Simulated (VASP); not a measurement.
A run of VASP 6.6.1 is set up as follows.

The input INCAR:

```
SYSTEM = Hf2ClO4
ALGO = Normal
DIPOL = 0.5 0.5 0.318
EDIFF = 1E-6
ENCUT = 520
GGA = PE
GGA_COMPAT = .FALSE.
IDIPOL = 3
ISIF = 2
ISMEAR = 0
ISPIN = 2
IVDW = 12
LASPH = .TRUE.
LCHARG = .TRUE.
LDIPOL = .TRUE.
LELF = .TRUE.
LMAXMIX = 4
LORBIT = 11
LREAL = .FALSE.
LVACPOTAV = .TRUE.
LVHAR = .TRUE.
LWAVE = .FALSE.
MAGMOM = 0 0 0 0 0 0 1
NBANDS = 38
NELM = 200
NELMDL = -8
PREC = Accurate
SIGMA = 0.05
```

KPOINTS

```
k-points
0
G
  9 9 1
  0 0 0
```

Contents of POSCAR:

```
Hf2ClO4
1.0
    3.5874453701      0.0000000000      0.0000000000
   -1.7937226850      3.1068188252      0.0000000000
    0.0000000000      0.0000000000     21.4612281329
O Hf Cl
4 2 1
Direct
    0.0000000000      0.0000000000      0.1863826234
    0.3333333333      0.6666666667      0.2546251504
    0.6666666667      0.3333333333      0.3182215794
    0.0000000000      0.0000000000      0.3895969085
    0.6666666667      0.3333333333      0.2205038869
    0.3333333333      0.6666666667      0.3527665830
    0.6666666667      0.3333333333      0.5060860481
```

Potentials or basis: VASP PAW PBE potentials, release 64 (O, Hf_pv, Cl).

Run with:

```bash
$ cat potpaw_PBE.64/O/POTCAR potpaw_PBE.64/Hf_pv/POTCAR potpaw_PBE.64/Cl/POTCAR > POTCAR
$ mpirun -np 1 vasp_std > vasp.out
```

(1) Predict the site moments.

(2) Predict the dispersion energy per atom.

(3) Predict the largest force.

(4) Predict the net moment.

Answers

(1) O +0.00, +0.01, +0.02, +0.07; Hf -0.00, -0.01; Cl +0.69 μB.

(2) -0.160 eV.

(3) 0.718 eV/Å.

(4) 1.00 μB per cell.
